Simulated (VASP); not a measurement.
# Cd (Fm-3m) in VASP: further runs

Runs on Cd. Level: PBE. Tasks: single point.

Everything below comes from runs of VASP 6.6.1. Logs are shortened: lines on timing, memory, paths and dates and some standing lists are left out, and cuts for length are marked.

### 1 The cell of the first run

It takes space group Fm-3m (No. 225, cubic). Conventional cell: a = 4.567 Å, b = 4.567 Å, c = 4.567 Å, α = 90.00°, β = 90.00°, γ = 90.00°. Cd (site symmetry m-3m) has 12 Cd at 3.23 Å within 4.2 Å.

### 2 Single point, PBE (volume scaled by 1.04)

Contents of INCAR:

```
SYSTEM = Cd
  PREC = Accurate
  ENCUT = 520
  EDIFF = 1E-7
  ISMEAR = -1
  SIGMA = 0.1
  LREAL = .False.
  LASPH = .True.
  NELM = 80
  ALGO = Normal
  ISIF = 2
  LWAVE = .False.
  LCHARG = .False.
  GGA = PE
  NBANDS = 12
```

Contents of KPOINTS:

```
regular mesh
0
Gamma
  20 20 20
  0 0 0
```

Contents of POSCAR:

```
Cd
1.0
    0.0000000000      2.2833359294      2.2833359294
    2.2833359294      0.0000000000      2.2833359294
    2.2833359294      2.2833359294      0.0000000000
Cd
1
Direct
    0.0000000000      0.0000000000      0.0000000000
```

Potentials or basis: VASP PAW PBE potentials, release 64 (Cd).

On the command line:

```console
cat potpaw_PBE.64/Cd/POTCAR > POTCAR
mpirun -np 1 vasp_std > vasp.out
```

OUTCAR:

```text
SYSTEM = Cd
   PREC = Accurate
   ENCUT = 520
   EDIFF = 1E-7
   ISMEAR = -1
   LREAL = .False.
   LASPH = .True.
   NELM = 80
   ISIF = 2
   GGA = PE

 ion  position               nearest neighbor table
   1  0.000  0.000  0.000-

  LATTYP: Found a face centered cubic cell.
 ALAT       =     4.5666718588

  Lattice vectors:

 A1 = (   0.0000000000,   2.2833359294,   2.2833359294)
 A2 = (   2.2833359294,   0.0000000000,   2.2833359294)
 A3 = (   2.2833359294,   2.2833359294,   0.0000000000)

Analysis of symmetry for initial positions (statically):
=====================================================================
 Subroutine PRICEL returns:
 Original cell was already a primitive cell.

 Routine SETGRP: Setting up the symmetry group for a
 face centered cubic supercell.

 Subroutine GETGRP returns: Found 48 space group operations
 (whereof 48 operations were pure point group operations)
 out of a pool of 48 trial point group operations.

The static configuration has the point symmetry O_h .

Analysis of symmetry for dynamics (positions and initial velocities):
=====================================================================
 Subroutine PRICEL returns:
 Original cell was already a primitive cell.

 Routine SETGRP: Setting up the symmetry group for a
 face centered cubic supercell.

 Subroutine GETGRP returns: Found 48 space group operations
 (whereof 48 operations were pure point group operations)
 out of a pool of 48 trial point group operations.

The dynamic configuration has the point symmetry O_h .

 Subroutine INISYM returns: Found 48 space group operations
 (whereof 48 operations are pure point group operations),
 and found     1 'primitive' translations

----------------------------------------------------------------------------------------

                                     Primitive cell

  volume of cell :      23.8089

  direct lattice vectors                    reciprocal lattice vectors
     0.000000000  2.283335929  2.283335929    -0.218977853  0.218977853  0.218977853
     2.283335929  0.000000000  2.283335929     0.218977853 -0.218977853  0.218977853
     2.283335929  2.283335929  0.000000000     0.218977853  0.218977853 -0.218977853

  length of vectors
     3.229124639  3.229124639  3.229124639     0.379280768  0.379280768  0.379280768

  position of ions in fractional coordinates (direct lattice)
     0.000000000  0.000000000  0.000000000

  ion indices of the primitive-cell ions
   primitive index   ion index
                 1           1

----------------------------------------------------------------------------------------

 KPOINTS: regular mesh

Automatic generation of k-mesh.
 Grid dimensions read from file:
 generate k-points for:   20   20   20

 Generating k-lattice:

  Cartesian coordinates                     Fractional coordinates (reciprocal lattice)
    -0.010948893  0.010948893  0.010948893     0.050000000  0.000000000  0.000000000
     0.010948893 -0.010948893  0.010948893     0.000000000  0.050000000  0.000000000
     0.010948893  0.010948893 -0.010948893     0.000000000  0.000000000  0.050000000

  Length of vectors
     0.018964038  0.018964038  0.018964038

  Shift w.r.t. Gamma in fractional coordinates (k-lattice)
     0.000000000  0.000000000  0.000000000

 Subroutine IBZKPT returns following result:
 ===========================================

 Found    256 irreducible k-points:

 Following reciprocal coordinates:
            Coordinates               Weight
  0.000000  0.000000  0.000000      1.000000
  0.050000  0.000000  0.000000      8.000000
  0.100000  0.000000  0.000000      8.000000
  0.150000  0.000000  0.000000      8.000000
  0.200000  0.000000  0.000000      8.000000
  0.250000  0.000000  0.000000      8.000000
[... 16 lines left out ...]
 -0.400000  0.050000  0.000000     24.000000
 -0.350000  0.050000  0.000000     24.000000
 [... further k-points ...]
   k-points           NKPTS =    256   k-points in BZ     NKDIM =    256   number of bands    NBANDS=     12
   number of dos      NEDOS =    301   number of ions     NIONS =      1
   total plane-waves  NPLWV =  13824
   dimension x,y,z NGX =    24 NGY =   24 NGZ =   24
   dimension x,y,z NGXF=    48 NGYF=   48 NGZF=   48
   ions per type =               1
   NGX,Y,Z   is equivalent  to a cutoff of  12.36, 12.36, 12.36 a.u.
   NGXF,Y,Z  is equivalent  to a cutoff of  24.71, 24.71, 24.71 a.u.
 SYSTEM =  Cd
   PREC   = accura    normal or accurate (medium, high low for compatibility)
   ISTART =      0    job   : 0-new  1-cont  2-samecut
   ICHARG =      2    charge: 1-file 2-atom 10-const
   ISPIN  =      1    spin polarized calculation?
   LNONCOLLINEAR =      F non collinear calculations
   LSORBIT =      F    spin-orbit coupling
   LASPH  =      T    aspherical Exc in radial PAW
   ENCUT  =  520.0 eV  38.22 Ry    6.18 a.u.   6.00  6.00  6.00*2*pi/ulx,y,z
   NELM   =     80;   NELMIN=  2; NELMDL= -5     # of ELM steps
   EDIFF  = 0.1E-06   stopping-criterion for ELM
   LREAL  =      F    real-space projection
   EDIFFG = 0.1E-05   stopping-criterion for IOM
   NSW    =      0    number of steps for IOM
   IBRION =     -1    ionic relax: 0-MD 1-quasi-New 2-CG
   NFREE  =      0    steps in history (QN), initial steepest desc. (CG)
   ISIF   =      2    stress and relaxation
   ISYM   =      2    0-nonsym 1-usesym 2-fastsym
   POTIM  = 0.5000    time-step for ionic-motion
   TEBEG  =    0.0;   TEEND  =   0.0 temperature during run
   PSTRESS=    0.0 pullay stress
   NELECT =      12.0000    total number of electrons
   NUPDOWN=      -1.0000    fix difference up-down
   EMIN   =  10.00;   EMAX   =-10.00  energy-range for DOS
   EFERMI =   0.00;   METHOD = LEGACY
   ISMEAR =    -1;   SIGMA  =   0.10  broadening in eV -4-tet -1-fermi 0-gaus
   EFERMI_NEDOS =   21; number of points for ismear=-14 and -15
   IALGO  =     38    algorithm
   IMIX   =      4    mixing-type and parameters
     AMIX     =   0.40;   BMIX     =  1.00
     AMIX_MAG =   1.60;   BMIX_MAG =  1.00
  volume/ion in A,a.u.               =      23.81       160.67
  Fermi-wavevector in a.u.,A,eV,Ry     =   1.302833  2.461997 23.094175  1.697374
  Thomas-Fermi vector in A             =   2.433875
   LORBIT       =      0    0 simple, 1 ext, 2 COOP (PROOUT), +10 PAW based schemes
   GGA     = PE    functional components
   LHFCALC =     F    Hartree Fock is set to
   AEXX    =    0.0000 exact exchange contribution
   IVDW    =     0    specifies the selected vdW correction
   LEPSILON=     F    determine dielectric tensor
   LRPA    =     F    only Hartree local field effects (RPA)
 non-spin polarized calculation
  energy-cutoff  :      520.00
  volume of cell :       23.81
 maximum number of plane-waves:       656
   NGX = 13   NGY = 13   NGZ = 13

 number of electron      12.0000002 magnetization

 Free energy of the ion-electron system (eV)
  ---------------------------------------------------
  ext. energy  EPLUGINS =         0.00000000
  ---------------------------------------------------
  free energy    TOTEN  =        -0.74256019 eV

  energy without entropy =       -0.73022433  energy(sigma->0) =       -0.73639226

 E-fermi :   2.2192     XC(G=0): -10.5344

 val. band max:        2.2032458053   @ k =  -0.4000   0.3000   0.0000
 cond. band min:       2.2218625771   @ k =  -0.4000   0.4000   0.0500
 fundamental gap:      0.0186167718
 Fermi energy:         2.2192499267

 k-point     1 :       0.0000    0.0000    0.0000
  band No.  band energies     occupation
      1      -6.6862      2.00000
      2      -6.6862      2.00000
      3      -6.6862      2.00000
      4      -6.3122      2.00000
      5      -6.3122      2.00000
      6      -5.9288      2.00000
      7      15.8166      0.00000
      8      16.3264      0.00000
      9      16.3264      0.00000
     10      16.3264      0.00000
     11      19.5840      0.00000
     12      19.5840      0.00000

 k-point     2 :       0.0500    0.0000    0.0000
  band No.  band energies     occupation
      1      -6.6908      2.00000
      2      -6.6772      2.00000
      3      -6.6772      2.00000
      4      -6.3143      2.00000
      5      -6.3143      2.00000
      6      -5.8684      2.00000
      7      15.2464      0.00000
      8      15.9555      0.00000
      9      16.2160      0.00000
     10      16.2160      0.00000
     11      19.7718      0.00000
     12      19.7718      0.00000

 k-point     3 :       0.1000    0.0000    0.0000
  band No.  band energies     occupation
      1      -6.7092      2.00000
      2      -6.6532      2.00000
      3      -6.6532      2.00000
      4      -6.3182      2.00000
      5      -6.3182      2.00000
      6      -5.6820      2.00000
      7      13.5524      0.00000
      8      15.9255      0.00000
      9      15.9427      0.00000
     10      15.9427      0.00000
     11      20.1977      0.00000
     12      20.2682      0.00000
[... 286 lines left out ...]
 k-point    23 :      -0.4000    0.0500    0.0000
  band No.  band energies     occupation
      1      -7.0230      2.00000
      2      -6.6710      2.00000
      3      -6.6560      2.00000
      4      -6.0613      2.00000
      5      -6.0421      2.00000
      6      -1.3796      2.00000
      7       2.8431      0.00390
      8      13.1229      0.00000
      9      14.2873      0.00000
     10      15.0086      0.00000
     11      17.9743      0.00000
     12      18.5081      0.00000

 k-point    24 :      -0.3500    0.0500    0.0000
  band No.  band energies     occupation
      1      -6.9834      2.00000
      2      -6.6508      2.00000
      3      -6.6382      2.00000
      4      -6.1246      2.00000
      5      -6.0841      2.00000
      6      -2.3834      2.00000
      7       4.3263      0.00000
      8      13.1069      0.00000
      9      14.7116      0.00000
     10      15.2916      0.00000
     11      18.0530      0.00000
     12      18.5826      0.00000

 [... further k-points ...]

------------------------ aborting loop because EDIFF is reached ----------------------------------------

  FORCE on cell =-STRESS in cart. coord.  units (eV):
  Direction    XX          YY          ZZ          XY          YZ          ZX
  --------------------------------------------------------------------------------------
  -------------------------------------------------------------------------------------
  Total       -0.2044655     -0.2044655     -0.2044655      0.0000000      0.0000000      0.0000000
  in kB      -13.7591352    -13.7591352    -13.7591352      0.0000000      0.0000000      0.0000000
  external PRESSURE =     -13.7591352 kB  Pullay stress =       0.0000000 kB

 VOLUME and BASIS-vectors are now :
 -----------------------------------------------------------------------------
  energy-cutoff  :      520.00
  volume of cell :       23.81
      direct lattice vectors                 reciprocal lattice vectors
     0.000000000  2.283335929  2.283335929    -0.218977853  0.218977853  0.218977853
     2.283335929  0.000000000  2.283335929     0.218977853 -0.218977853  0.218977853
     2.283335929  2.283335929  0.000000000     0.218977853  0.218977853 -0.218977853

 POSITION                                       TOTAL-FORCE (eV/Angst)
 -----------------------------------------------------------------------------------
      0.00000      0.00000      0.00000         0.000000      0.000000      0.000000
 -----------------------------------------------------------------------------------
    total drift:                               -0.000000      0.000000      0.000000

  FREE ENERGIE OF THE ION-ELECTRON SYSTEM (eV)
  ---------------------------------------------------
  free  energy   TOTEN  =        -0.7425601926 eV

  energy  without entropy=       -0.7302243269  energy(sigma->0) =       -0.73639226
```

Run time: 16 s. Hardware: 1 thread of Intel Xeon 6975P-C (Granite Rapids), shared host; peak memory 0.18 GiB.

What came out:

- Free energy: -0.7426 eV
- Pressure: -1.4 GPa
- Band gap on the k mesh: zero (band 6 reaches 3.92 eV, above the bottom of band 7 at 0.79 eV)

Levels at points of the mesh, in eV from the Fermi level:
| k point | band 4 | band 5 | band 6 | band 7 | band 8 | band 9 |
| --- | --- | --- | --- | --- | --- | --- |
| (0.00, 0.00, 0.00) | -8.53 | -8.53 | -8.15 | 13.60 | 14.11 | 14.11 |
| (0.50, 0.00, 0.00) | -8.22 | -8.22 | -1.97 | -1.43 | 11.79 | 11.79 |
| (0.50, 0.50, 0.00) | -8.14 | -8.14 | -0.57 | 1.09 | 6.51 | 6.51 |

### 3 Single point, PBE (volume scaled by 1.08)

Contents of INCAR:

```
  PREC = Accurate
  ENCUT = 520
  EDIFF = 1E-7
  ISMEAR = -1
  SIGMA = 0.1
  LREAL = False
  LASPH = True
  NELM = 100
  ALGO = Normal
  ISIF = 2
  LWAVE = False
  LCHARG = False
  GGA = PE
  NBANDS = 12
```

Contents of KPOINTS:

```
regular mesh
0
Gamma
  20 20 20
```

Contents of POSCAR:

```
Cd
1.0
    0.0000000000      2.3122419844      2.3122419844
    2.3122419844      0.0000000000      2.3122419844
    2.3122419844      2.3122419844      0.0000000000
Cd
1
Direct
    0.0000000000      0.0000000000      0.0000000000
```

Potentials or basis: VASP PAW PBE potentials, release 64 (Cd).

On the command line:

```console
cat potpaw_PBE.64/Cd/POTCAR > POTCAR
mpirun -np 1 vasp_std > vasp.out
```

Wall time 19 s (1 thread of Intel Xeon 6975P-C (Granite Rapids), shared host); peak memory 0.19 GiB.

The run converged. Its results:

* Free energy: -0.7315 eV
* Pressure: -2.5 GPa
* Band gap on the k mesh: zero (band 6 reaches 3.53 eV, above the bottom of band 7 at 0.50 eV)

Levels at points of the mesh, in eV from the Fermi level:
```tsv
k point	band 3	band 4	band 5	band 6	band 7	band 8	band 9	band 10
(0.00, 0.00, 0.00)	-8.82	-8.48	-8.48	-7.89	13.46	13.74	13.74	13.74
(0.50, 0.00, 0.00)	-8.81	-8.19	-8.19	-1.83	-1.47	11.47	11.47	12.60
(0.50, 0.50, 0.00)	-8.21	-8.11	-8.11	-0.48	0.97	6.39	6.39	10.12
```

(Part 1 of 2 ends here.)
